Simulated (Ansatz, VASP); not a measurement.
## One calculation of Nb, two programs

File INCAR:

```
  ALGO = Normal
  EDIFF = 1E-6
  ENCUT = 500
  GGA = PE
  GGA_COMPAT = False
  ISIF = 2
  ISMEAR = -1
  LASPH = True
  LCHARG = False
  LREAL = False
  LWAVE = False
  NBANDS = 26
  NELM = 120
  PREC = Accurate
  SIGMA = 0.1
```

The input KPOINTS:

```
k-points
0
Gamma
  9 9 13
```

POSCAR

```
Nb
1.0
    5.0708268999      0.0000000000      0.0000000000
   -2.5354134500      4.3914649135      0.0000000000
    0.0000000000      0.0000000000      2.7913933681
Nb
3
Direct
    0.0000000000      0.0000000000      0.0000000000
    0.3333333333      0.6666666667      0.5000000000
    0.6666666667      0.3333333333      0.5000000000
```

Input for Ansatz:

```yaml
crystal:
  lattice:
    - [5.0708268999, 0.0, 0.0]
    - [-2.53541345, 4.3914649135, 0.0]
    - [0.0, 0.0, 2.7913933681]
  atoms:
    - { symbol: Nb, position: [0.0, 0.0, 0.0] }
    - { symbol: Nb, position: [0.3333333333, 0.6666666667, 0.5] }
    - { symbol: Nb, position: [0.6666666667, 0.3333333333, 0.5] }
hamiltonian:
  xc: pbe
  pseudopotentials:
    kind: paw
    azcp:
      Nb: "pseudopotentials/Nb.paw.azcp"
basis:
  ecutwfc: 420
  fft_grid_basis: typed
kpoints:
  mp_grid: { grid: [9, 9, 13], shift: [0, 0, 0] }
magnetization:
  spin_polarized: false
scf:
  occupations: { method: fermi_dirac, width: 0.1 }
  lower_state_search: "off"
output:
  stress: true
```

Alike in both runs: task single point; functional PBE; k mesh 9 × 9 × 13; occupations fermi-dirac, width 0.1 eV; no spin polarisation.

```csv
,VASP,Ansatz
version,VASP 6.6.1,Ansatz 0.2.0
potentials or method,"VASP PAW PBE potentials, release 64 (Nb_sv), cutoff 500 eV","plane waves (420 eV) with PAW, scalar-relativistic"
valence electrons in the cell,39,39
```

Ansatz gave:

| Quantity | Value |
| --- | --- |
| pressure (GPa) | -14.9 |
| traceless stress, the component that is largest in VASP (GPa) | -1.74 |

Problem. What did VASP give for the same quantities?

Solution. Pressure (GPa): -15.1; traceless stress, the component that is largest in VASP (GPa): -1.72.
